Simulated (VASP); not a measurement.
Input of a VASP 6.6.1 run:

The input POSCAR:

```
BaS
1.0
    0.0000000000      3.5194117709      3.5194117709
    3.7189624183      0.0000000000      3.5194117709
    3.7189624183      3.5194117709      0.0000000000
Ba S
1 1
Direct
    0.0000000000      0.0000000000      0.0000000000
    0.2500000000      0.2500000000      0.2500000000
```

File INCAR.step1:

```
  ALGO = Normal
  EDIFF = 1E-5
  ENCUT = 520
  GGA = PE
  ISIF = 2
  ISMEAR = 0
  LASPH = T
  LCHARG = F
  LREAL = F
  LWAVE = T
  NBANDS = 15
  NELM = 80
  PREC = Accurate
  SIGMA = 0.01
```

The input INCAR.step2:

```
  ALGO = Normal
  EDIFF = 1E-7
  ENCUT = 520
  GGA = PE
  HFSCREEN = 0.2079
  ISIF = 2
  ISMEAR = 0
  ISTART = 1
  LASPH = T
  LCHARG = F
  LHFCALC = T
  LREAL = F
  LWAVE = F
  NBANDS = 15
  NELM = 80
  PREC = Accurate
  PRECFOCK = Normal
  SIGMA = 0.01
```

The input KPOINTS:

```
k-points
0
Gamma
  4 4 4
```

Potentials or basis: VASP PAW PBE potentials, release 64 (Ba_sv, S).

The run is started by

```sh
$ cat potpaw_PBE.64/Ba_sv/POTCAR potpaw_PBE.64/S/POTCAR > POTCAR
$ cp INCAR.step1 INCAR
$ mpirun -np 1 vasp_std > vasp.out
$ cp INCAR.step2 INCAR
$ mpirun -np 1 vasp_std > vasp.out
```

**Question.** Estimate the pressure.

**Answer.** -1.3 GPa.

**Question.** Predict the band gap on the k mesh.

**Answer.** 3.52 eV (least direct gap 4.13 eV).

Stress tensor (GPa, compression positive):
```
-1.64  0.00  0.00
 0.00 -1.20  0.00
 0.00  0.00 -1.20
```

Caveat: the cell differs from its parent crystal (uniaxial x strain +5.7%); the PAW data sets were made with another functional, which shifts forces and pressure a little; spin-orbit coupling is left out, which moves the levels of the heavy elements. A k mesh can miss the band edges.
